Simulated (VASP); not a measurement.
Crystal: Sn3Te.

```xyz
4
Lattice="3.8477 0.0000 0.0000 0.0000 3.8477 0.0000 0.0000 0.0000 10.0482" Properties=species:S:1:pos:R:3 pbc="T T T"
Sn    1.9238    1.9238    7.6914
Sn    0.0000    0.0000    5.0241
Sn    1.9238    1.9238    2.3568
Te    0.0000    0.0000    0.0000
```

The cell was built from a structure type or drawn by symmetry, and may not be a known phase.

```yaml
Program: VASP 6.6.1
Task: relaxation of cell and atoms
Functional: PBE
Potentials_or_basis: VASP PAW PBE potentials, release 64 (Sn_d, Te)
Cutoff: 600 eV
k_mesh: 4 × 4 × 2
Occupations: gaussian, width 0.1 eV
Spin: no spin polarisation
```

At the start: pressure -5.8 GPa; volume 37.19 Å³/atom.

Question: How do energy, volume and symmetry change on relaxing?

Answer: Over 14 steps the energy falls by 368.3 meV/atom and the volume is 27.99 Å³/atom (-24.7 %); space group P4/mmm (No. 123, to 0.1 Å) before and after.

The path:
| step | energy change (eV) | largest force (eV/Å) | pressure (GPa) | volume (Å³) |
| --- | --- | --- | --- | --- |
| 1 | 0.0000 | 0.2672 | -5.83 | 148.76 |
| 2 | -0.7915 | 0.2974 | -1.88 | 121.43 |
| 3 | -0.8427 | 0.2509 | 0.16 | 115.04 |
| 4 | -0.8432 | 0.2430 | 0.36 | 114.43 |
| 5 | -0.9072 | 0.0575 | 0.51 | 114.41 |
| 6 | -1.1696 | 0.0482 | -0.66 | 113.89 |
| 7 | -1.4411 | 0.2578 | 0.34 | 110.67 |
| 8 | -1.4405 | 0.2656 | 0.52 | 110.45 |
| 9 | -1.4449 | 0.2605 | -1.10 | 114.81 |
| 10 | -1.4505 | 0.2562 | -0.45 | 113.04 |
| 11 | -1.4674 | 0.1248 | -0.04 | 112.37 |
| 12 | -1.4679 | 0.0795 | -0.03 | 112.28 |
| 13 | -1.4692 | 0.1027 | 0.28 | 111.70 |
| 14 | -1.4732 | 0.0188 | 0.11 | 111.97 |

Final structure:
```
CELL_PARAMETERS angstrom
3.98884 0.00000 0.00000
0.00000 3.98884 0.00000
0.00000 0.00000 7.03747
ATOMIC_POSITIONS crystal
Sn 0.50000 0.50000 0.75943
Sn 0.00000 0.00000 0.50000
Sn 0.50000 0.50000 0.24057
Te 0.00000 0.00000 0.00000
```

Caveat: the k points lie up to 0.45 Å⁻¹ apart in the final cell, too coarse for converged energies and pressures of a metal; the volume moved by over 15 % at a fixed basis, so the end points are rough.
